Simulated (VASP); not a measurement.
HgTe, 2 atoms in the cell. The structure is cubic, space group F-43m (No. 216). The conventional cell has a = 5.756 Å, b = 5.756 Å, c = 5.756 Å, α = 90.00°, β = 90.00°, γ = 90.00°. Within 3.3 Å of Hg (site symmetry -43m) lie 4 Te at 2.49 Å. Within 3.3 Å of Te (site symmetry -43m) lie 4 Hg at 2.49 Å. 

```yaml
Program: VASP 6.6.1
Task: single point
Functional: PBEsol
Potentials_or_basis: VASP PAW PBE potentials, release 64 (Hg, Te)
Cutoff: 520 eV
k_mesh: 12 × 12 × 12
Occupations: gaussian, width 0.1 eV
Spin: no spin polarisation
Dipole_correction: no
Further_INCAR_settings: ALGO = Normal; EDIFF = 1e-07; NBANDS = 16
```

Potentials or basis: VASP PAW PBE potentials, release 64 (Hg, Te).

Run with:

```bash
$ cat potpaw_PBE.64/Hg/POTCAR potpaw_PBE.64/Te/POTCAR > POTCAR
$ mpirun -np 1 vasp_std > vasp.out
```

Hardware: 1 thread of Intel(R) Xeon(R) Platinum 8259CL CPU @ 2.50GHz (Skylake/Cascade Lake), with other jobs on the host.

Q: How long does it take, and how much memory?

A: Wall time 62 s on 1 thread of Intel(R) Xeon(R) Platinum 8259CL CPU @ 2.50GHz (Skylake/Cascade Lake), with other jobs on the host, peak memory 0.21 GiB. Counts: scf iterations 13, k points 72.
